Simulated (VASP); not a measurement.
# TaC (Fm-3m) in VASP: elastic constants with PBE

Aim: the elastic constants of TaC with PBE.

Everything below comes from runs of VASP 6.6.1. Logs are shortened: lines on timing, memory, paths and dates and some standing lists are left out, and cuts for length are marked.

## Step 1: The cell of the first run

Symmetry: Fm-3m, No. 225, cubic system. The conventional cell has a = 4.476 Å, b = 4.476 Å, c = 4.476 Å, α = 90.00°, β = 90.00°, γ = 90.00°. Within 3.0 Å of Ta (site symmetry m-3m) lie 6 C at 2.24 Å. C (site symmetry m-3m) has 6 Ta at 2.24 Å within 3.0 Å.

## Step 2: Elastic constants, PBE

Input file INCAR:

```
SYSTEM = TaC
  PREC = Accurate
  ENCUT = 600
  EDIFF = 1E-8
  ISMEAR = -1
  SIGMA = 0.15
  LREAL = .False.
  LASPH = .True.
  NELM = 120
  ALGO = Normal
  ISIF = 3
  LWAVE = .False.
  LCHARG = .True.
  GGA = PE
  IBRION = 6
  NFREE = 2
  POTIM = 0.015
  NSW = 1
  GGA_COMPAT = .False.
```

Input file KPOINTS:

```
Automatic mesh
0
Gamma
  22 22 22
  0 0 0
```

Input file POSCAR:

```
TaC
1.0
    0.0000000000      2.2381997073      2.2381997073
    2.2381997073      0.0000000000      2.2381997073
    2.2381997073      2.2381997073      0.0000000000
Ta C
1 1
Direct
    0.5000000000      0.5000000000      0.5000000000
    0.0000000000      0.0000000000      0.0000000000
```

Potentials or basis: VASP PAW PBE potentials, release 64 (Ta_pv, C).

On the command line:

```
> cat potpaw_PBE.64/Ta_pv/POTCAR potpaw_PBE.64/C/POTCAR > POTCAR
> mpirun -np 1 vasp_std > vasp.out
```

OUTCAR:

```text
SYSTEM = TaC
   PREC = Accurate
   ENCUT = 600
   EDIFF = 1E-8
   ISMEAR = -1
   LREAL = .False.
   LASPH = .True.
   NELM = 120
   ISIF = 3
   GGA = PE
   IBRION = 6
   NFREE = 2
   POTIM = 0.015
   NSW = 1

 ion  position               nearest neighbor table
   1  0.500  0.500  0.500-   2 2.24   2 2.24   2 2.24   2 2.24   2 2.24   2 2.24
   2  0.000  0.000  0.000-   1 2.24   1 2.24   1 2.24   1 2.24   1 2.24   1 2.24

  LATTYP: Found a face centered cubic cell.
 ALAT       =     4.4763994146

  Lattice vectors:

 A1 = (   0.0000000000,   2.2381997073,   2.2381997073)
 A2 = (   2.2381997073,   0.0000000000,   2.2381997073)
 A3 = (   2.2381997073,   2.2381997073,   0.0000000000)

Analysis of symmetry for initial positions (statically):
=====================================================================
 Subroutine PRICEL returns:
 Original cell was already a primitive cell.

 Routine SETGRP: Setting up the symmetry group for a
 face centered cubic supercell.

 Subroutine GETGRP returns: Found 48 space group operations
 (whereof 48 operations were pure point group operations)
 out of a pool of 48 trial point group operations.

The static configuration has the point symmetry O_h .

Analysis of symmetry for dynamics (positions and initial velocities):
=====================================================================
 Subroutine PRICEL returns:
 Original cell was already a primitive cell.

 Routine SETGRP: Setting up the symmetry group for a
 face centered cubic supercell.

 Subroutine GETGRP returns: Found 48 space group operations
 (whereof 48 operations were pure point group operations)
 out of a pool of 48 trial point group operations.

The dynamic configuration has the point symmetry O_h .

 Subroutine INISYM returns: Found 48 space group operations
 (whereof 48 operations are pure point group operations),
 and found     1 'primitive' translations

----------------------------------------------------------------------------------------

                                     Primitive cell

  volume of cell :      22.4247

  direct lattice vectors                    reciprocal lattice vectors
     0.000000000  2.238199707  2.238199707    -0.223393828  0.223393828  0.223393828
     2.238199707  0.000000000  2.238199707     0.223393828 -0.223393828  0.223393828
     2.238199707  2.238199707  0.000000000     0.223393828  0.223393828 -0.223393828

  length of vectors
     3.165292381  3.165292381  3.165292381     0.386929460  0.386929460  0.386929460

  position of ions in fractional coordinates (direct lattice)
     0.500000000  0.500000000  0.500000000
     0.000000000  0.000000000  0.000000000

  ion indices of the primitive-cell ions
   primitive index   ion index
                 1           1
                 2           2

----------------------------------------------------------------------------------------

 KPOINTS: Automatic mesh

Automatic generation of k-mesh.
 Grid dimensions read from file:
 generate k-points for:   22   22   22

 Generating k-lattice:

  Cartesian coordinates                     Fractional coordinates (reciprocal lattice)
    -0.010154265  0.010154265  0.010154265     0.045454545  0.000000000  0.000000000
     0.010154265 -0.010154265  0.010154265     0.000000000  0.045454545  0.000000000
     0.010154265  0.010154265 -0.010154265     0.000000000  0.000000000  0.045454545
[... 111 lines left out ...]
  Direction    XX          YY          ZZ          XY          YZ          ZX
  --------------------------------------------------------------------------------------
  -------------------------------------------------------------------------------------
  Total        0.0807047      0.0807047      0.0807047      0.0000000      0.0000000      0.0000000
  in kB        5.7661123      5.7661123      5.7661123      0.0000000      0.0000000      0.0000000
  external PRESSURE =       5.7661123 kB  Pullay stress =       0.0000000 kB
[... 89 lines left out ...]
  FREE ENERGIE OF THE ION-ELECTRON SYSTEM (eV)
  ---------------------------------------------------
  free  energy   TOTEN  =       -22.2138049706 eV

  energy  without entropy=      -22.1674217822  energy(sigma->0) =      -22.19061338

[... ionic steps 4 to 14 ...]

--------------------------------------- Ionic step       15  -------------------------------------------

 number of electron      15.0000001 magnetization

------------------------ aborting loop because EDIFF is reached ----------------------------------------
[... 67 lines left out ...]
--------------------------------------- Ionic step       17  -------------------------------------------

 number of electron      15.0000000 magnetization

 Free energy of the ion-electron system (eV)
  ---------------------------------------------------
  ext. energy  EPLUGINS =         0.00000000
  ---------------------------------------------------
  free energy    TOTEN  =       -22.22571333 eV

  energy without entropy =      -22.17859300  energy(sigma->0) =      -22.20215317

 E-fermi :   8.2524     XC(G=0): -13.1275

 val. band max:        8.2238066887   @ k =   0.1818   0.0909   0.4091
 cond. band min:       8.2527981250   @ k =   0.5000   0.2273   0.0455
 fundamental gap:      0.0289914363
 Fermi energy:         8.2523986716

 k-point     1 :       0.0000    0.0000    0.0000
  band No.  band energies     occupation
      1     -26.8565      2.00000
      2     -26.8563      2.00000
      3     -26.8563      2.00000
      4      -6.4677      2.00000
      5       6.9327      1.99970
      6       6.9327      1.99970
      7       6.9458      1.99967
      8       7.7604      1.92745
      9       7.7926      1.91087
     10       7.7926      1.91087
     11       8.8919      0.02776
[... 309 lines left out ...]
 k-point    24 :      -0.4545    0.0455    0.0000
  band No.  band energies     occupation
      1     -27.5209      2.00000
      2     -26.9391      2.00000
      3     -26.9283      2.00000
      4      -2.2734      2.00000
      5      -0.2128      2.00000
      6       2.8775      2.00000
      7       2.9157      2.00000
      8      10.7763      0.00000
      9      10.8064      0.00000
     10      11.6974      0.00000
     11      14.0011      0.00000

 [... further k-points ...]

------------------------ aborting loop because EDIFF is reached ----------------------------------------

  FORCE on cell =-STRESS in cart. coord.  units (eV):
  Direction    XX          YY          ZZ          XY          YZ          ZX
  --------------------------------------------------------------------------------------
  -------------------------------------------------------------------------------------
  Total        0.0947012      0.0800389      0.0800389      0.0000000      0.0000000      0.0000000
  in kB        6.7661161      5.7185415      5.7185415      0.0000000      0.0000000      0.0000000
  external PRESSURE =       6.0677330 kB  Pullay stress =       0.0000000 kB
[... 17 lines left out ...]
  FREE ENERGIE OF THE ION-ELECTRON SYSTEM (eV)
  ---------------------------------------------------
  free  energy   TOTEN  =       -22.2257133318 eV

  energy  without entropy=      -22.1785929991  energy(sigma->0) =      -22.20215317

 INTERNAL STRAIN TENSORS FROM STRAINED CELLS
 ============================================

 INTERNAL STRAIN TENSOR FOR ION    1 for displacements in x,y,z  (eV/Angst):
          X           Y           Z          XY          YZ          ZX
  --------------------------------------------------------------------------------
  x    -0.00000     0.00000     0.00000    -0.00000    -0.00000     0.00000
  y    -0.00000     0.00000    -0.00000     0.00000    -0.00000    -0.00000
  z     0.00000    -0.00000     0.00000    -0.00000    -0.00000     0.00000

 INTERNAL STRAIN TENSORS FROM DISPLACED ATOMS
 ============================================

 INTERNAL STRAIN TENSOR FOR ION    1 for displacements in x,y,z  (eV/Angst):
          X           Y           Z          XY          YZ          ZX
  --------------------------------------------------------------------------------
  x     0.00000     0.00000     0.00000     0.00000     0.00000     0.00000
  y     0.00000     0.00000     0.00000     0.00000     0.00000     0.00000
  z     0.00000     0.00000     0.00000     0.00000     0.00000     0.00000

 INTERNAL STRAIN TENSOR FOR ION    2 for displacements in x,y,z  (eV/Angst):
          X           Y           Z          XY          YZ          ZX
  --------------------------------------------------------------------------------
  x     0.00000     0.00000     0.00000     0.00000     0.00000     0.00000
  y     0.00000     0.00000     0.00000     0.00000     0.00000     0.00000
  z     0.00000     0.00000     0.00000     0.00000     0.00000     0.00000

 Eigenvectors and eigenvalues of the dynamical matrix
 ----------------------------------------------------

   1 f  =   16.117895 THz   101.271721 2PiTHz  537.635104 cm-1    66.658227 meV
             X         Y         Z           dx          dy          dz
      2.238200  2.238200  2.238200     0.249516    0.000000    0.000000
      0.000000  0.000000  0.000000    -0.968371   -0.000000    0.000000
[... 21 lines left out ...]
   6 f/i=    0.000390 THz     0.002449 2PiTHz    0.012999 cm-1     0.001612 meV
             X         Y         Z           dx          dy          dz
      2.238200  2.238200  2.238200    -0.034593    0.900380   -0.354770
      0.000000  0.000000  0.000000    -0.008913    0.231997   -0.091412

--------------------------------------------------------------------------------------------------------

 ELASTIC MODULI CONTR FROM IONIC RELAXATION (kBar)
 Direction    XX          YY          ZZ          XY          YZ          ZX
 --------------------------------------------------------------------------------
 XX           0.0000      0.0000      0.0000      0.0000      0.0000      0.0000
 YY           0.0000      0.0000      0.0000      0.0000      0.0000      0.0000
 ZZ           0.0000      0.0000      0.0000      0.0000      0.0000      0.0000
 XY           0.0000      0.0000      0.0000      0.0000      0.0000      0.0000
 YZ           0.0000      0.0000      0.0000      0.0000      0.0000      0.0000
 ZX           0.0000      0.0000      0.0000      0.0000      0.0000      0.0000
 --------------------------------------------------------------------------------

 TOTAL ELASTIC MODULI (kBar)
 Direction    XX          YY          ZZ          XY          YZ          ZX
 --------------------------------------------------------------------------------
 XX        7253.8479   1261.6969   1261.6969     -0.0000      0.0000      0.0000
 YY        1261.6969   7253.8479   1261.6969      0.0000     -0.0000     -0.0000
 ZZ        1261.6969   1261.6969   7253.8479      0.0000      0.0000      0.0000
 XY          -0.0000      0.0000      0.0000   1773.5010      0.0000      0.0000
 YZ           0.0000     -0.0000      0.0000      0.0000   1773.5010      0.0000
 ZX           0.0000     -0.0000      0.0000      0.0000      0.0000   1773.5010
 --------------------------------------------------------------------------------
```

It took 70 min on 1 thread of Intel Xeon Platinum 8488C (Sapphire Rapids), shared host; peak memory 1.5 GiB.

Results:

| Item | Value |
| --- | --- |
| Elastic constants C11, C12, C44 | 725, 126, 177 GPa |
| Voigt bulk modulus | 326 GPa |
| Highest phonon frequency at Γ | 538 cm⁻¹ |

Phonon frequencies in cm⁻¹ (negative: imaginary):
| q point | frequencies |
| --- | --- |
| (0.000, 0.000, 0.000) | 0 0 0 538 538 538 |

Elastic tensor in Voigt notation (GPa, in the Cartesian axes of the cell as first typed):
```
725 126 126   0   0   0
126 725 126   0   0   0
126 126 725   0   0   0
  0   0   0 177   0   0
  0   0   0   0 177   0
  0   0   0   0   0 177
```

Clamped-ion elastic tensor (GPa):
```
725 126 126   0   0   0
126 725 126   0   0   0
126 126 725   0   0   0
  0   0   0 177   0   0
  0   0   0   0 177   0
  0   0   0   0   0 177
```

Caveat: spin-orbit coupling is left out, which moves the levels of the heavy elements.
